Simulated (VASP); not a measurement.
Crystal: RbBr.

```xyz
2
Lattice="4.2199 0.0000 0.0000 -2.1100 3.6546 0.0000 0.0000 0.0000 5.9133" Properties=species:S:1:pos:R:3 pbc="T T T"
Rb    0.0000    0.0000    2.9566
Br    0.0000    0.0000    0.0000
```

The cell was built from a structure type or drawn by symmetry, and may not be a known phase.

- Program: VASP 6.6.1
- Task: relaxation of cell and atoms
- Functional: PBE
- Potentials or basis: VASP PAW PBE potentials, release 64 (Rb_sv, Br)
- Cutoff: 500 eV
- k mesh: 4 × 4 × 3
- Occupations: gaussian, width 0.15 eV
- Spin: no spin polarisation

At the start: pressure 3.3 GPa; volume 45.60 Å³/atom.

How do energy, volume and symmetry change on relaxing?

Over 9 steps the energy falls by 314.6 meV/atom and the volume is 116.30 Å³/atom (+155.1 %); space group P6/mmm (No. 191, to 0.1 Å) before and after.

Step by step:
```
step  energy change (eV)  largest force (eV/Å)  pressure (GPa)  volume (Å³)
   1              0.0000                0.0000            3.28        91.19
   2             -0.1399                0.0000            0.85       104.06
   3             -0.1448                0.0000            0.41       107.90
   4             -0.2745                0.0000            0.29       118.53
   5             -0.5045                0.0000            0.23       153.22
   6             -0.6195                0.0000            0.19       234.90
   7             -0.6225                0.0000            0.21       221.97
   8             -0.6187                0.0000           -0.22       246.67
   9             -0.6293                0.0000            0.00       232.59
```

Final structure:
```yaml
crystal:
  lattice:
    - [6.52521, 0.00000, 0.00000]
    - [-3.26261, 5.65100, 0.00000]
    - [0.00000, 0.00000, 6.30781]
  atoms:
    - { symbol: Rb, position: [0.00000, 0.00000, 0.50000] }
    - { symbol: Br, position: [0.00000, 0.00000, 0.00000] }
```

Caveat: the k points lie up to 0.33 Å⁻¹ apart in the final cell; the volume moved by over 15 % at a fixed basis, so the end points are rough.
